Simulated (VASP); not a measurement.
# Zn (P2_1/m) in VASP: notebook

Zn is run at these levels: PBE; tasks: single point.

Program: VASP 6.6.1. These are calculated values, not measurements. Logs are shortened: lines on timing, memory, paths and dates and some standing lists are left out, and cuts for length are marked.

## Step 1: The cell of the first run

It takes space group P2_1/m (No. 11, monoclinic). The conventional cell has a = 2.630 Å, b = 4.947 Å, c = 2.665 Å, α = 90.00°, β = 118.71°, γ = 90.00°. Zn (site symmetry m) has 12 Zn at 2.63 to 2.92 Å within 3.5 Å.

## Step 2: Single point, PBE (strain -0.0300 x Voigt [0, 0, 0, 0, 0, 1])

INCAR reads:

```
PREC     = Accurate       # precision mode
ENCUT    = 500            # plane-wave cutoff, eV
EDIFF    = 1E-6           # SCF threshold, eV
ISMEAR   = 0              # smearing method
SIGMA    = 0.15           # smearing width, eV
LREAL    = False          # projectors in reciprocal space
LASPH    = True           # aspherical terms in the spheres
NELM     = 120            # most SCF steps
ALGO     = Normal         # electronic algorithm
ISIF     = 2              # what is computed and relaxed
LWAVE    = False          # write WAVECAR
LCHARG   = False          # write CHGCAR
GGA      = PE             # functional
NBANDS   = 19             # bands
GGA_COMPAT= False
```

KPOINTS reads:

```
Automatic mesh
0
Gamma
  24 24 10
```

POSCAR reads:

```
Zn
1.0
    2.6647980532     -0.0399719708      0.0000000000
   -1.3670157687      2.3277687954      0.0000000000
    0.0000000000      0.0000000000      4.9467000000
Zn
2
Direct
    0.3333333333      0.6666666667      0.2500000000
    0.6666666667      0.3333333333      0.7500000000
```

Potentials or basis: VASP PAW PBE potentials, release 64 (Zn).

On the command line:

```
cat potpaw_PBE.64/Zn/POTCAR > POTCAR
mpirun -np 1 vasp_std > vasp.out
```

OUTCAR:

```text
PREC = Accurate
   ENCUT = 500
   EDIFF = 1E-6
   ISMEAR = 0
   LREAL = False
   LASPH = True
   NELM = 120
   ISIF = 2
   GGA = PE

 ion  position               nearest neighbor table
   1  0.333  0.667  0.250-   2 2.90   2 2.90   2 2.91   2 2.91   2 2.92   2 2.92
   2  0.667  0.333  0.750-   1 2.90   1 2.90   1 2.91   1 2.91   1 2.92   1 2.92

  LATTYP: Found a simple monoclinic cell.
 ALAT       =     2.6302572438
 B/A-ratio  =     1.8806905719
 C/A-ratio  =     1.0132460741
 COS(beta)  =    -0.4803040536

  Lattice vectors:

 A1 = (   1.2977822845,   2.2877968246,   0.0000000000)
 A2 = (   0.0000000000,   0.0000000000,  -4.9467000000)
 A3 = (  -2.6647980532,   0.0399719708,   0.0000000000)

Analysis of symmetry for initial positions (statically):
=====================================================================
 Subroutine PRICEL returns:
 Original cell was already a primitive cell.

 Routine SETGRP: Setting up the symmetry group for a
 simple monoclinic supercell.

 Subroutine GETGRP returns: Found  4 space group operations
 (whereof  2 operations were pure point group operations)
 out of a pool of  4 trial point group operations.

The static configuration has the point symmetry S_2 .
 The point group associated with its full space group is C_2h.

Analysis of symmetry for dynamics (positions and initial velocities):
=====================================================================
 Subroutine PRICEL returns:
 Original cell was already a primitive cell.

 Routine SETGRP: Setting up the symmetry group for a
 simple monoclinic supercell.

 Subroutine GETGRP returns: Found  4 space group operations
 (whereof  2 operations were pure point group operations)
 out of a pool of  4 trial point group operations.

The dynamic configuration has the point symmetry S_2 .
 The point group associated with its full space group is C_2h.

 Subroutine INISYM returns: Found  4 space group operations
 (whereof  2 operations are pure point group operations),
 and found     1 'primitive' translations

----------------------------------------------------------------------------------------

                                     Primitive cell

  volume of cell :      30.4142

  direct lattice vectors                    reciprocal lattice vectors
     2.664798053 -0.039971971  0.000000000     0.378598015  0.222337140  0.000000000
    -1.367015769  2.327768795  0.000000000     0.006501208  0.433413858  0.000000000
     0.000000000  0.000000000  4.946700000     0.000000000  0.000000000  0.202154972

  length of vectors
     2.665097826  2.699488781  4.946700000     0.439056102  0.433462614  0.202154972

  position of ions in fractional coordinates (direct lattice)
     0.333333333  0.666666667  0.250000000
     0.666666667  0.333333333  0.750000000

  ion indices of the primitive-cell ions
   primitive index   ion index
                 1           1
                 2           2

----------------------------------------------------------------------------------------

 KPOINTS: Automatic mesh

Automatic generation of k-mesh.
 Grid dimensions read from file:
 generate k-points for:   24   24   10

 Generating k-lattice:

  Cartesian coordinates                     Fractional coordinates (reciprocal lattice)
     0.015774917  0.009264048  0.000000000     0.041666667  0.000000000  0.000000000
     0.000270884  0.018058911  0.000000000     0.000000000  0.041666667  0.000000000
     0.000000000  0.000000000  0.020215497     0.000000000  0.000000000  0.100000000

  Length of vectors
     0.018294004  0.018060942  0.020215497

  Shift w.r.t. Gamma in fractional coordinates (k-lattice)
     0.000000000  0.000000000  0.000000000

 Subroutine IBZKPT returns following result:
 ===========================================

 Found   1740 irreducible k-points:

 Following reciprocal coordinates:
            Coordinates               Weight
  0.000000  0.000000  0.000000      1.000000
  0.041667 -0.000000  0.000000      2.000000
  0.083333  0.000000  0.000000      2.000000
  0.125000  0.000000  0.000000      2.000000
  0.166667  0.000000  0.000000      2.000000
  0.208333  0.000000  0.000000      2.000000
[... 16 lines left out ...]
  0.375000  0.041667  0.000000      2.000000
  0.416667  0.041667  0.000000      2.000000
 [... further k-points ...]
   k-points           NKPTS =   1740   k-points in BZ     NKDIM =   1740   number of bands    NBANDS=     19
   number of dos      NEDOS =    301   number of ions     NIONS =      2
   total plane-waves  NPLWV =  14400
   dimension x,y,z NGX =    20 NGY =   20 NGZ =   36
   dimension x,y,z NGXF=    40 NGYF=   40 NGZF=   72
   ions per type =               2
   NGX,Y,Z   is equivalent  to a cutoff of  12.48, 12.32, 12.10 a.u.
   NGXF,Y,Z  is equivalent  to a cutoff of  24.95, 24.63, 24.20 a.u.
 SYSTEM =  unknown system
   PREC   = accura    normal or accurate (medium, high low for compatibility)
[... 91 lines left out ...]
      3      -4.7794      2.00000
      4      -4.5913      2.00000
      5      -4.5409      2.00000
      6      -4.5244      2.00000
[... 11 lines left out ...]
     18      20.9013      0.00000
     19      22.9354      0.00000

 k-point     4 :       0.1250    0.0000    0.0000
  band No.  band energies     occupation
      1      -6.8172      2.00000
      2      -5.3029      2.00000
      3      -4.7566      2.00000
      4      -4.5738      2.00000
      5      -4.5292      2.00000
      6      -4.5012      2.00000
[... 11 lines left out ...]
     18      20.5400      0.00000
     19      22.2691      0.00000

 k-point     5 :       0.1667    0.0000    0.0000
  band No.  band energies     occupation
      1      -6.4641      2.00000
      2      -5.1880      2.00000
      3      -4.7374      2.00000
      4      -4.5910      2.00000
      5      -4.5184      2.00000
      6      -4.4309      2.00000
[... 11 lines left out ...]
     18      19.4178      0.00000
     19      20.8206      0.00000

 k-point     6 :       0.2083    0.0000    0.0000
  band No.  band energies     occupation
      1      -6.0409      2.00000
      2      -5.0966      2.00000
      3      -4.7124      2.00000
      4      -4.6109      2.00000
      5      -4.5663      2.00000
      6      -4.4516      2.00000
[... 11 lines left out ...]
     18      18.4893      0.00000
     19      19.4171      0.00000

 k-point     7 :       0.2500    0.0000    0.0000
  band No.  band energies     occupation
      1      -5.6129      2.00000
      2      -5.0670      2.00000
      3      -4.6949      2.00000
      4      -4.6566      2.00000
      5      -4.5872      2.00000
      6      -4.3669      2.00000
[... 11 lines left out ...]
     18      18.0493      0.00000
     19      19.3062      0.00000

 k-point     8 :       0.2917   -0.0000    0.0000
  band No.  band energies     occupation
      1      -5.3205      2.00000
      2      -5.0888      2.00000
      3      -4.8079      2.00000
      4      -4.5975      2.00000
      5      -4.4705      2.00000
      6      -4.4243      2.00000
[... 256 lines left out ...]
 k-point    20 :       0.2500    0.0417    0.0000
  band No.  band energies     occupation
      1      -5.4055      2.00000
      2      -5.0592      2.00000
      3      -4.7583      2.00000
      4      -4.6266      2.00000
      5      -4.5573      2.00000
      6      -4.4255      2.00000
[... 11 lines left out ...]
     18      18.4657      0.00000
     19      19.4948      0.00000

 k-point    21 :       0.2917    0.0417    0.0000
  band No.  band energies     occupation
      1      -5.2266      2.00000
      2      -5.0930      2.00000
      3      -4.8596      2.00000
      4      -4.5635      2.00000
      5      -4.4726      2.00000
      6      -4.4242      2.00000
[... 11 lines left out ...]
     18      18.1293      0.00000
     19      18.8556      0.00000

 k-point    22 :       0.3333    0.0417    0.0000
  band No.  band energies     occupation
      1      -5.2030      2.00000
      2      -5.1257      2.00000
      3      -4.9409      2.00000
      4      -4.5147      2.00000
      5      -4.5006      2.00000
      6      -4.4052      2.00000
[... 11 lines left out ...]
     18      17.8641      0.00000
     19      18.3394      0.00000

 k-point    23 :       0.3750    0.0417    0.0000
  band No.  band energies     occupation
      1      -5.2304      2.00000
      2      -5.1514      2.00000
      3      -5.0014      2.00000
      4      -4.5487      2.00000
      5      -4.4480      2.00000
      6      -4.4317      2.00000
[... 11 lines left out ...]
     18      17.6706      0.00000
     19      17.9376      0.00000

 k-point    24 :       0.4167    0.0417    0.0000
  band No.  band energies     occupation
      1      -5.2592      2.00000
      2      -5.1727      2.00000
      3      -5.0413      2.00000
      4      -4.5719      2.00000
      5      -4.4509      2.00000
      6      -4.4106      2.00000
[... 11 lines left out ...]
     18      17.5486      0.00000
     19      17.6598      0.00000

 [... further k-points ...]

------------------------ aborting loop because EDIFF is reached ----------------------------------------

  FORCE on cell =-STRESS in cart. coord.  units (eV):
  Direction    XX          YY          ZZ          XY          YZ          ZX
  --------------------------------------------------------------------------------------
  -------------------------------------------------------------------------------------
  Total       -0.0704100     -0.0364395      0.1767129      0.3480001      0.0000000      0.0000000
  in kB       -3.7090939     -1.9195782      9.3089731     18.3321294      0.0000000      0.0000000
  external PRESSURE =       1.2267670 kB  Pullay stress =       0.0000000 kB

 VOLUME and BASIS-vectors are now :
 -----------------------------------------------------------------------------
  energy-cutoff  :      500.00
  volume of cell :       30.41
      direct lattice vectors                 reciprocal lattice vectors
     2.664798053 -0.039971971  0.000000000     0.378598015  0.222337140  0.000000000
    -1.367015769  2.327768795  0.000000000     0.006501208  0.433413858  0.000000000
     0.000000000  0.000000000  4.946700000     0.000000000  0.000000000  0.202154972

 POSITION                                       TOTAL-FORCE (eV/Angst)
 -----------------------------------------------------------------------------------
     -0.02308      1.53852      1.23667        -0.007897      0.003578      0.000000
      1.32086      0.74927      3.71002         0.007897     -0.003578      0.000000
 -----------------------------------------------------------------------------------
    total drift:                                0.000000     -0.000000      0.000000

  FREE ENERGIE OF THE ION-ELECTRON SYSTEM (eV)
  ---------------------------------------------------
  free  energy   TOTEN  =        -2.2111037637 eV

  energy  without entropy=       -2.2062045365  energy(sigma->0) =       -2.20865415
```

Run time: 4.1 min. Hardware: 1 thread of Intel Xeon 6975P-C (Granite Rapids), shared host; peak memory 0.78 GiB.

What came out:

```
Free energy            : -2.2111 eV
Pressure               : 0.1 GPa
Largest force          : 0.009 eV/Å
Band gap on the k mesh : zero (bands 12 and 13 overlap by 4.67 eV)
```

Forces on the atoms (eV/Å):
```
Zn  -0.008  0.004  0.000
Zn   0.008 -0.004  0.000
```

Caveat: the cell differs from its parent crystal (strain -0.0300 x Voigt [0, 0, 0, 0, 0, 1]).

## Step 3: Single point, PBE (strain +0.0150 x Voigt [0, 0, 0, 0, 0, 1])

INCAR reads:

```
ALGO     = Normal         # electronic algorithm
EDIFF    = 1E-6           # SCF threshold, eV
ENCUT    = 500            # plane-wave cutoff, eV
GGA      = PE             # functional
GGA_COMPAT= False        
ISIF     = 2              # what is computed and relaxed
ISMEAR   = 0              # smearing method
LASPH    = True           # aspherical terms in the spheres
LCHARG   = False          # write CHGCAR
LREAL    = False          # projectors in reciprocal space
LWAVE    = False          # write WAVECAR
NBANDS   = 19             # bands
NELM     = 120            # most SCF steps
PREC     = Accurate       # precision mode
SIGMA    = 0.15           # smearing width, eV
```

KPOINTS reads:

```
k-points
0
Gamma
  24 24 10
```

POSCAR reads:

```
Zn
1.0
    2.6647980532      0.0199859854      0.0000000000
   -1.3150906555      2.2977898173      0.0000000000
    0.0000000000      0.0000000000      4.9467000000
Zn
2
Direct
    0.3333333333      0.6666666667      0.2500000000
    0.6666666667      0.3333333333      0.7500000000
```

Potentials or basis: VASP PAW PBE potentials, release 64 (Zn).

On the command line:

```
cat potpaw_PBE.64/Zn/POTCAR > POTCAR
mpirun -np 1 vasp_std > vasp.out
```

Run time: 5 min. Hardware: 1 thread of Intel Xeon 6975P-C (Granite Rapids), shared host; peak memory 0.77 GiB.

Results (log left out):

```yaml
Free_energy: -2.2151 eV
Pressure: 0.0 GPa
Largest_force: 0.004 eV/Å
Band_gap_on_the_k_mesh: zero (bands 12 and 13 overlap by 4.58 eV)
```

Forces on the atoms (eV/Å):
```
Zn   0.003  0.001  0.000
Zn  -0.003 -0.001  0.000
```

Stress tensor (GPa, compression positive):
```
-0.60 -0.99  0.00
-0.99 -0.53  0.00
 0.00  0.00  1.16
```

Levels at points of the mesh, in eV from the Fermi level:
```tsv
k point	band 8	band 9	band 10	band 11	band 12	band 13	band 14	band 15	band 16	band 17
(0.00, 0.00, 0.00)	-7.33	-7.31	-7.12	-7.11	-3.64	-3.05	13.61	17.15	17.27	17.60
(0.50, 0.00, 0.00)	-7.12	-6.94	-6.92	-2.92	-2.28	2.53	3.42	3.96	5.61	10.41
(0.00, 0.50, 0.00)	-7.12	-6.93	-6.91	-2.85	-2.18	2.61	3.53	4.08	5.69	10.13
(0.50, 0.50, 0.00)	-7.13	-6.93	-6.91	-2.78	-2.08	2.70	3.64	4.20	5.78	9.84
(0.00, 0.00, 0.50)	-7.64	-7.20	-7.20	-7.19	-7.19	4.58	4.58	18.45	18.45	18.86
(0.50, 0.00, 0.50)	-7.14	-6.93	-6.93	-1.94	-1.94	-0.02	-0.02	10.03	10.03	12.22
(0.00, 0.50, 0.50)	-7.14	-6.92	-6.92	-1.88	-1.88	0.11	0.11	10.12	10.12	11.94
(0.50, 0.50, 0.50)	-7.13	-6.92	-6.92	-1.81	-1.81	0.23	0.23	10.21	10.21	11.65
```

Caveat: the cell differs from its parent crystal (strain +0.0150 x Voigt [0, 0, 0, 0, 0, 1]).

## Step 4: Single point, PBE (strain -0.0600 x Voigt [0, 0, 0, 0, 0, 1])

INCAR reads:

```
SYSTEM = Zn
PREC = Accurate
ENCUT = 500
EDIFF = 1E-6
ISMEAR = 0
SIGMA = 0.15
LREAL = .False.
LASPH = .True.
NELM = 120
ALGO = Normal
ISIF = 2
LWAVE = .False.
LCHARG = .True.
GGA = PE
LELF = .True.
LVHAR = .True.
NBANDS = 19
GGA_COMPAT = .False.
```

KPOINTS reads:

```
Automatic mesh
0
Gamma
  24 24 10
  0 0 0
```

POSCAR reads:

```
Zn
1.0
    2.6647980532     -0.0799439416      0.0000000000
   -1.4016325109      2.3477547808      0.0000000000
    0.0000000000      0.0000000000      4.9467000000
Zn
2
Direct
    0.3333333333      0.6666666667      0.2500000000
    0.6666666667      0.3333333333      0.7500000000
```

On the command line:

```
cat potpaw_PBE.64/Zn/POTCAR > POTCAR
mpirun -np 1 vasp_std > vasp.out
```

Run time: 12 min. Hardware: 1 thread of Oxide Virtual Turin-like, shared host; peak memory 0.75 GiB.

It converged, with:

| Item | Value |
| --- | --- |
| Free energy | -2.1967 eV |
| Pressure | 0.5 GPa |
| Largest force | 0.024 eV/Å |
| Band gap on the k mesh | zero (bands 12 and 13 overlap by 4.79 eV) |

Forces on the atoms (eV/Å):
```
Zn  -0.020  0.012  0.000
Zn   0.020 -0.012  0.000
```

Stress tensor (GPa, compression positive):
```
0.44 3.15 0.00
3.15 0.75 0.00
0.00 0.00 0.43
```

Levels at points of the mesh, in eV from the Fermi level:
| k point | band 8 | band 9 | band 10 | band 11 | band 12 | band 13 | band 14 | band 15 | band 16 | band 17 |
| --- | --- | --- | --- | --- | --- | --- | --- | --- | --- | --- |
| (0.00, 0.00, 0.00) | -7.31 | -7.26 | -7.10 | -7.05 | -3.61 | -3.02 | 13.63 | 16.36 | 17.31 | 17.98 |
| (0.50, 0.00, 0.00) | -7.12 | -6.87 | -6.85 | -2.52 | -1.73 | 3.02 | 4.01 | 4.61 | 6.07 | 9.07 |
| (0.00, 0.50, 0.00) | -7.09 | -6.90 | -6.88 | -2.81 | -2.12 | 2.66 | 3.58 | 4.13 | 5.74 | 10.22 |
| (0.50, 0.50, 0.00) | -7.06 | -6.92 | -6.90 | -3.09 | -2.53 | 2.32 | 3.15 | 3.65 | 5.41 | 11.36 |
| (0.00, 0.00, 0.50) | -7.53 | -7.18 | -7.18 | -7.13 | -7.13 | 4.61 | 4.61 | 17.55 | 17.55 | 19.09 |
| (0.50, 0.00, 0.50) | -7.10 | -6.86 | -6.86 | -1.55 | -1.55 | 0.65 | 0.65 | 10.53 | 10.53 | 10.89 |
| (0.00, 0.50, 0.50) | -7.11 | -6.88 | -6.88 | -1.83 | -1.83 | 0.17 | 0.17 | 10.17 | 10.17 | 12.03 |
| (0.50, 0.50, 0.50) | -7.11 | -6.91 | -6.91 | -2.11 | -2.11 | -0.32 | -0.32 | 9.80 | 9.80 | 13.16 |

Caveat: the cell differs from its parent crystal (strain -0.0600 x Voigt [0, 0, 0, 0, 0, 1]).

## Step 5: Single point, PBE (strain +0.0450 x Voigt [0, 0, 0, 0, 0, 1])

INCAR reads:

```
PREC     = Accurate       # precision mode
ENCUT    = 500            # plane-wave cutoff, eV
EDIFF    = 1E-6           # SCF threshold, eV
ISMEAR   = 0              # smearing method
SIGMA    = 0.15           # smearing width, eV
LREAL    = F              # projectors in reciprocal space
LASPH    = T              # aspherical terms in the spheres
NELM     = 120            # most SCF steps
ALGO     = Normal         # electronic algorithm
ISIF     = 2              # what is computed and relaxed
LWAVE    = F              # write WAVECAR
LCHARG   = F              # write CHGCAR
GGA      = PE             # functional
NBANDS   = 19             # bands
GGA_COMPAT= F
```

KPOINTS reads:

```
Automatic mesh
0
Gamma
  24 24 10
```

POSCAR reads:

```
Zn
1.0
    2.6647980532      0.0599579562      0.0000000000
   -1.2804739134      2.2778038319      0.0000000000
    0.0000000000      0.0000000000      4.9467000000
Zn
2
Direct
    0.3333333333      0.6666666667      0.2500000000
    0.6666666667      0.3333333333      0.7500000000
```

On the command line:

```
cat potpaw_PBE.64/Zn/POTCAR > POTCAR
mpirun -np 1 vasp_std > vasp.out
```

It took 12 min on 1 thread of Oxide Virtual Turin-like, shared host; peak memory 0.75 GiB.

The run converged. Its results:

| Item | Value |
| --- | --- |
| Free energy | -2.2048 eV |
| Pressure | 0.3 GPa |
| Largest force | 0.016 eV/Å |
| Band gap on the k mesh | zero (bands 12 and 13 overlap by 4.75 eV) |

Forces on the atoms (eV/Å):
```
Zn   0.014  0.008  0.000
Zn  -0.014 -0.008  0.000
```

Stress tensor (GPa, compression positive):
```
-0.01 -2.54  0.00
-2.54  0.25  0.00
 0.00  0.00  0.67
```

Levels at points of the mesh, in eV from the Fermi level:
```
           k point  band 9  band 10  band 11  band 12  band 13  band 14  band 15  band 16
(0.00, 0.00, 0.00)   -7.28    -7.10    -7.07    -3.62    -3.03    13.63    16.64    17.29
(0.50, 0.00, 0.00)   -6.93    -6.91    -3.03    -2.45     2.38     3.24     3.75     5.48
(0.00, 0.50, 0.00)   -6.91    -6.89    -2.82    -2.14     2.64     3.56     4.11     5.73
(0.50, 0.50, 0.00)   -6.89    -6.87    -2.61    -1.85     2.91     3.88     4.47     5.97
(0.00, 0.00, 0.50)   -7.19    -7.19    -7.15    -7.15     4.60     4.60    17.86    17.86
(0.50, 0.00, 0.50)   -6.91    -6.91    -2.06    -2.06    -0.22    -0.22     9.88     9.88
(0.00, 0.50, 0.50)   -6.90    -6.90    -1.85    -1.85     0.14     0.14    10.15    10.15
(0.50, 0.50, 0.50)   -6.88    -6.88    -1.64    -1.64     0.50     0.50    10.42    10.42
```

Caveat: the cell differs from its parent crystal (strain +0.0450 x Voigt [0, 0, 0, 0, 0, 1]).

## Step 6: Summary

```csv
cell,gap on the mesh (eV),pressure (GPa),largest force (eV/Å)
"a = 2.665, b = 2.699, c = 4.947 Å, angles 90.0, 90.0, 121.3°, 2 atoms",none,0.1,0.01
"a = 2.665, b = 2.648, c = 4.947 Å, angles 90.0, 90.0, 119.4°, 2 atoms",none,0.0,-
"a = 2.666, b = 2.734, c = 4.947 Å, angles 90.0, 90.0, 122.6°, 2 atoms",none,0.5,0.02
"a = 2.665, b = 2.613, c = 4.947 Å, angles 90.0, 90.0, 118.1°, 2 atoms",none,0.3,0.02
```

Alike in all rows: task single point; level PBE; potentials or basis VASP PAW PBE potentials, release 64 (Zn); no spin polarisation; k mesh 24 × 24 × 10; cutoff (eV) 500; smearing gaussian 0.15 eV.

Absolute energies hang on the potentials; compare differences alone.
